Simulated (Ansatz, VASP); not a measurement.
Two plane-wave programs on BiTe

File POSCAR:

```
BiTe
1.0
    2.2798553017      1.3162750721      3.7460294970
   -2.2798553017      1.3162750721      3.7460294970
    0.0000000000     -2.6325501443      3.7460294970
Bi Te
1 1
Direct
    0.5000000000      0.5000000000      0.5000000000
    0.0000000000      0.0000000000      0.0000000000
```

Contents of INCAR.step1:

```
  PREC = Accurate
  ENCUT = 520
  ISMEAR = 0
  SIGMA = 0.15
  LREAL = False
  LASPH = True
  NELM = 100
  NBANDS = 18
  GGA = PE
  ALGO = Normal
  EDIFF = 1E-4
  LWAVE = True
  LCHARG = False
```

File INCAR.step2:

```
  PREC = Accurate
  ENCUT = 520
  EDIFF = 1E-7
  ISMEAR = 0
  SIGMA = 0.15
  LREAL = False
  LASPH = True
  NELM = 100
  ALGO = Normal
  ISIF = 2
  LWAVE = False
  LCHARG = False
  METAGGA = R2SCAN
  LMIXTAU = True
  NBANDS = 18
  ISTART = 1
```

KPOINTS

```
regular mesh
0
Gamma
  12 12 12
```

Input for Ansatz:

```yaml
crystal:
  lattice:
    - [2.2798553017, 1.3162750721, 3.746029497]
    - [-2.2798553017, 1.3162750721, 3.746029497]
    - [0.0, -2.6325501443, 3.746029497]
  atoms:
    - { symbol: Bi, position: [0.5, 0.5, 0.5] }
    - { symbol: Te, position: [0.0, 0.0, 0.0] }
basis:
  ecutwfc: 500
kpoints:
  mp_grid: { grid: [12, 12, 12] }
hamiltonian:
  xc: r2scan
scf:
  occupations: { method: gaussian, width: 0.15 }
output:
  forces: true
  stress: true
  eigenvalues: true
```

Alike in both runs: task single point; functional r2SCAN; k mesh 12 × 12 × 12; occupations gaussian, width 0.15 eV; no spin polarisation.

|  | VASP | Ansatz |
| --- | --- | --- |
| version | VASP 6.6.1 | Ansatz 0.2.0 |
| potentials or method | VASP PAW PBE potentials, release 64 (Bi_d, Te), cutoff 520 eV | scalar-relativistic, plane waves, PAW |
| valence electrons in the cell | 21 | 31 |

```csv
,VASP,Ansatz,Ansatz less VASP
gap on the k mesh at the Fermi level (eV),none,none,-
pressure (GPa),0.1,0.2,+0.03
```

VASP's potentials were made for PBE, not for r2SCAN. A gap of «none» marks a metal or a gap that the smearing closes. VASP's potentials hold 21 valence electrons a cell and Ansatz's 31, so a difference there can come from the potentials and not from the codes.

Neither program's run includes spin-orbit coupling.
